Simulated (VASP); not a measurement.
# Ge4Pd (Cmmm) in VASP: notebook, part 2 of 2

VASP 6.6.1. Earlier steps stand in the parts before.

## (3) Single point, PBE

This run uses another cell than the first one, of 16.65 Å³/atom.

Contents of INCAR:

```
ALGO = Normal
EDIFF = 1E-7
ENCUT = 520
GGA = PE
ISIF = 2
ISMEAR = 0
LASPH = T
LCHARG = T
LELF = T
LREAL = F
LVHAR = T
LWAVE = F
NBANDS = 41
NELM = 60
PREC = Accurate
SIGMA = 0.1
```

Contents of KPOINTS:

```
k-points
0
Gamma
  4 4 6
```

Contents of POSCAR:

```
Ge4Pd
1.0
    3.5344755500     -3.7114446400      0.0000000000
    3.5344755500      3.7114446400      0.0000000000
    0.0000000000      0.0000000000      3.1738511600
Ge Pd
4 1
Direct
    0.8105999900      0.1894000100      0.5000000000
    0.1894000100      0.8105999900      0.5000000000
    0.2852000000      0.2852000000      0.0000000000
    0.7148000000      0.7148000000      0.0000000000
    0.0000000000      0.0000000000      0.0000000000
```

Potentials or basis: VASP PAW PBE potentials, release 64 (Ge_d, Pd).

The run is started by

```
$ cat potpaw_PBE.64/Ge_d/POTCAR potpaw_PBE.64/Pd/POTCAR > POTCAR
$ mpirun -np 1 vasp_std > vasp.out
```

Run time: 46 s. Hardware: 1 thread of Intel Xeon 6975P-C (Granite Rapids), shared host; peak memory 0.23 GiB.

Results (log left out):

```yaml
Free_energy: -13.5394 eV
Pressure: 69.9 GPa
Largest_force: 11.564 eV/Å
Band_gap_on_the_k_mesh: zero (bands 33 and 34 overlap by 2.92 eV)
```

Forces on the atoms (eV/Å):
```
Ge    0.000  10.888   0.000
Ge    0.000 -10.888   0.000
Ge   11.564   0.000   0.000
Ge  -11.564   0.000   0.000
Pd    0.000   0.000   0.000
```

Stress tensor (GPa, compression positive):
```
87.95  0.00  0.00
 0.00 51.40  0.00
 0.00  0.00 70.29
```

Levels at points of the mesh, in eV from the Fermi level:
```tsv
k point	band 30	band 31	band 32	band 33	band 34	band 35	band 36	band 37
(0.00, 0.00, 0.00)	-3.03	-2.22	-1.79	-1.24	0.15	3.36	5.55	6.17
(0.50, 0.00, 0.00)	-4.21	-3.15	-0.13	0.92	1.30	2.39	3.75	4.53
(0.50, 0.50, 0.00)	-0.19	0.13	1.22	1.56	1.77	1.83	2.41	2.61
(0.00, 0.00, 0.50)	-3.16	-3.14	-2.77	-1.86	-1.14	-0.15	-0.11	0.90
(0.50, 0.00, 0.50)	-3.76	-2.43	-1.83	-1.59	-1.36	-0.59	0.34	1.22
(0.50, 0.50, 0.50)	-4.78	-4.74	-3.91	-2.83	2.11	2.17	3.12	3.56
```

Caveat: the cell stands under pressure; forces of over 1 eV/Å act on the atoms, so gaps and moduli don't describe the material at rest.

## (4) Relaxation of cell and atoms, PBE

This run uses another cell than the first one, of 16.65 Å³/atom.

Contents of INCAR:

```
ALGO = Normal
EDIFF = 1E-6
EDIFFG = -0.04
ENCUT = 600
GGA = PE
IBRION = 2
ISIF = 3
ISMEAR = 0
LASPH = T
LCHARG = F
LREAL = F
LWAVE = F
NELM = 100
NSW = 90
PREC = Accurate
SIGMA = 0.1
```

KPOINTS is that of step 3.

POSCAR is that of step 3.

The run is started by

```
$ cat potpaw_PBE.64/Ge_d/POTCAR potpaw_PBE.64/Pd/POTCAR > POTCAR
$ mpirun -np 1 vasp_std > vasp.out
```

It took 19 min on 1 thread of Intel Xeon 6975P-C (Granite Rapids), shared host; peak memory 0.27 GiB.

It converged, with:

```yaml
Free_energy: -23.1437 eV
Relaxed_volume: 19.21 Å³/atom
Relaxed_cell: a = 5.546 Å, b = 5.546 Å, c = 3.127 Å, α = 90.00°, β = 90.00°, γ = 86.97°
Space_group_after_relaxing_to_0.1_Å: Cmmm (No. 65)
Energy_gained_by_relaxing: 1920.7 meV/atom
Ionic_steps: 26
Pressure_after_relaxing: 0.0 GPa
Largest_force_after_relaxing: 0.033 eV/Å
Band_gap_on_the_k_mesh: zero (bands 33 and 34 overlap by 2.71 eV)
```

Forces on the atoms (eV/Å):
```
Ge   0.000  0.027  0.000
Ge   0.000 -0.027  0.000
Ge  -0.033  0.000  0.000
Ge   0.033  0.000  0.000
Pd   0.000  0.000  0.000
```

Stress tensor (GPa, compression positive):
```
-0.10  0.00  0.00
 0.00  0.02  0.00
 0.00  0.00  0.18
```

The path:
| step | energy change (eV) | largest force (eV/Å) | pressure (GPa) | volume (Å³) |
| --- | --- | --- | --- | --- |
| 1 | 0.0000 | 11.5636 | 69.92 | 83.27 |
| 2 | -2.9051 | 0.5726 | -8.95 | 204.20 |
| 3 | -4.0884 | 0.3619 | -10.12 | 182.44 |
| 4 | -5.2673 | 0.2082 | -11.20 | 164.14 |
| 5 | -8.2638 | 0.8996 | -7.43 | 119.25 |
| 6 | -7.9483 | 3.4286 | 7.60 | 100.21 |
| 7 | -8.4366 | 1.4791 | -4.66 | 112.98 |
| 8 | -8.4463 | 1.7907 | -2.95 | 110.36 |
| 9 | -8.4479 | 1.7154 | -3.29 | 110.96 |
| 10 | -8.8075 | 1.4626 | -2.56 | 105.73 |
| 11 | -9.0549 | 0.9182 | 3.77 | 94.30 |
| 12 | -9.0961 | 0.7787 | 1.12 | 97.85 |
| 13 | -9.3480 | 0.5831 | -0.20 | 97.29 |
| 14 | -9.2444 | 1.3351 | 3.89 | 94.75 |
| 15 | -9.5238 | 0.7032 | -0.09 | 96.51 |
| 16 | -9.5346 | 0.7764 | 0.37 | 96.17 |
| 17 | -9.5352 | 0.7604 | 0.29 | 96.24 |
| 18 | -9.5840 | 0.2078 | -0.54 | 96.85 |
| 19 | -9.5860 | 0.1966 | -0.67 | 97.03 |
| 20 | -9.5979 | 0.1205 | 0.36 | 95.49 |
| 21 | -9.5982 | 0.1291 | 0.28 | 95.65 |
| 22 | -9.6013 | 0.0343 | -0.07 | 96.08 |
| 23 | -9.6014 | 0.0459 | -0.12 | 96.18 |
| 24 | -9.6027 | 0.0685 | -0.02 | 96.04 |
| 25 | -9.6027 | 0.0734 | 0.04 | 96.01 |
| 26 | -9.6036 | 0.0333 | 0.03 | 96.03 |

Final structure:
```yaml
crystal:
  lattice:
    - [4.02380, -3.81653, 0.00000]
    - [4.02380, 3.81653, 0.00000]
    - [0.00000, 0.00000, 3.12652]
  atoms:
    - { symbol: Ge, position: [0.72321, 0.27679, 0.50000] }
    - { symbol: Ge, position: [0.27679, 0.72321, 0.50000] }
    - { symbol: Ge, position: [0.31643, 0.31643, 0.00000] }
    - { symbol: Ge, position: [0.68357, 0.68357, 0.00000] }
    - { symbol: Pd, position: [0.00000, 0.00000, 0.00000] }
```

Levels at points of the mesh, in eV from the Fermi level:
| k point | band 30 | band 31 | band 32 | band 33 | band 34 | band 35 | band 36 | band 37 |
| --- | --- | --- | --- | --- | --- | --- | --- | --- |
| (0.00, 0.00, 0.00) | -1.97 | -1.64 | -1.57 | -1.07 | 1.85 | 3.19 | 5.69 | 5.75 |
| (0.50, 0.00, 0.00) | -2.55 | -2.47 | -1.37 | 1.90 | 2.57 | 3.26 | 3.65 | 4.19 |
| (0.50, 0.50, 0.00) | -0.92 | -0.23 | 0.67 | 1.22 | 1.64 | 1.92 | 2.26 | 2.56 |
| (0.00, 0.00, 0.50) | -2.88 | -2.45 | -2.17 | -0.49 | -0.25 | 0.36 | 1.07 | 1.76 |
| (0.50, 0.00, 0.50) | -2.33 | -2.22 | -1.50 | -0.35 | 0.09 | 0.44 | 0.75 | 1.58 |
| (0.50, 0.50, 0.50) | -3.10 | -2.94 | -2.29 | -0.88 | 2.31 | 2.64 | 2.98 | 4.10 |

Caveat: the volume moved by over 15 % at a fixed basis, so the end points are rough.

## (5) Single point, PBE

This run uses another cell than the first one, of the same volume but with other edges.

Contents of INCAR:

```
SYSTEM = Ge4Pd
PREC     = Accurate       ! precision mode
ENCUT    = 520            ! plane-wave cutoff, eV
EDIFF    = 1E-7           ! SCF threshold, eV
ISMEAR   = 0              ! smearing method
SIGMA    = 0.1            ! smearing width, eV
LREAL    = .False.        ! projectors in reciprocal space
LASPH    = .True.         ! aspherical terms in the spheres
NELM     = 60             ! most SCF steps
ALGO     = Normal         ! electronic algorithm
ISIF     = 2              ! what is computed and relaxed
LWAVE    = .False.        ! write WAVECAR
LCHARG   = .False.        ! write CHGCAR
GGA      = PE             ! functional
NBANDS   = 41             ! bands
```

Contents of KPOINTS:

```
Automatic mesh
0
Gamma
  8 8 12
  0 0 0
```

Contents of POSCAR:

```
Ge4Pd
1.0
    3.9121981976     -4.1044994356      0.0000000000
    3.9121981976      4.1044994356      0.0000000000
    0.0000000000      0.0000000000      2.9943285601
Ge Pd
4 1
Direct
    0.7256698059      0.7256698059      0.5000000000
    0.2743301941      0.2743301941      0.5000000000
    0.6906090185      0.3093909815      0.0000000000
    0.3093909815      0.6906090185      0.0000000000
    0.0000000000      0.0000000000      0.0000000000
```

The run is started by

```
$ cat potpaw_PBE.64/Ge_d/POTCAR potpaw_PBE.64/Pd/POTCAR > POTCAR
$ mpirun -np 1 vasp_std > vasp.out
```

Run time: 4.7 min. Hardware: 1 thread of Intel Xeon 6975P-C (Granite Rapids), shared host; peak memory 0.53 GiB.

The run converged. Its results:

```
Free energy            : -23.1205 eV
Pressure               : 0.1 GPa
Largest force          : 0.009 eV/Å
Band gap on the k mesh : zero (bands 33 and 34 overlap by 2.50 eV)
```

Forces on the atoms (eV/Å):
```
Ge   0.006  0.000  0.000
Ge  -0.006  0.000  0.000
Ge   0.000 -0.009  0.000
Ge   0.000  0.009  0.000
Pd   0.000  0.000  0.000
```

Levels at points of the mesh, in eV from the Fermi level:
```tsv
k point	band 29	band 30	band 31	band 32	band 33	band 34	band 35	band 36	band 37	band 38
(0.00, 0.00, 0.00)	-2.52	-2.21	-2.16	-2.08	-1.51	2.88	3.07	5.50	5.68	6.49
(0.50, 0.00, 0.00)	-2.94	-2.86	-2.52	-1.78	1.34	2.73	3.20	3.77	5.11	5.91
(0.50, 0.50, 0.00)	-2.53	-1.33	-0.75	-0.01	0.92	1.06	1.32	1.70	3.80	3.91
(0.00, 0.00, 0.50)	-3.06	-3.05	-2.39	-2.38	-0.41	0.09	0.32	0.45	1.26	1.79
(0.50, 0.00, 0.50)	-3.32	-2.46	-2.45	-1.50	-0.35	0.02	0.07	0.78	1.65	2.14
(0.50, 0.50, 0.50)	-3.60	-3.24	-3.13	-2.49	-0.72	2.22	2.51	2.61	3.48	3.92
```

## (6) Summary

| task | cell | k mesh | cutoff (eV) | gap on the mesh (eV) | pressure (GPa) | largest force (eV/Å) |
| --- | --- | --- | --- | --- | --- | --- |
| single point | a = 5.544, b = 5.544, c = 3.129 Å, angles 90.0, 90.0, 86.6°, 5 atoms, atomic positions A | 4 × 4 × 6 | 520 | none | 0.1 | 0.01 |
| single point | a = 5.125, b = 5.125, c = 3.174 Å, angles 90.0, 90.0, 92.8°, 5 atoms, atomic positions B | 4 × 4 × 6 | 520 | none | 69.9 | 11.56 |
| relaxation of cell and atoms | relaxed from a = 5.125, b = 5.125, c = 3.174 Å, angles 90.0, 90.0, 92.8°, 5 atoms, atomic positions B | 4 × 4 × 6 | 600 | none | 0.0 | 0.03 |
| single point | a = 5.670, b = 5.670, c = 2.994 Å, angles 90.0, 90.0, 92.7°, 5 atoms, atomic positions C | 8 × 8 × 12 | 520 | none | 0.1 | 0.01 |

Alike in all rows: level PBE; potentials or basis VASP PAW PBE potentials, release 64 (Ge_d, Pd); no spin polarisation; smearing gaussian 0.1 eV.

Caveats: the cell stands under pressure (at least some runs); forces of over 1 eV/Å act on the atoms, so gaps and moduli don't describe the material at rest (at least some runs); the volume moved by over 15 % at a fixed basis, so the end points are rough (at least some runs).

Total energies depend on the potentials used, so only differences within one code and one set of settings carry meaning.
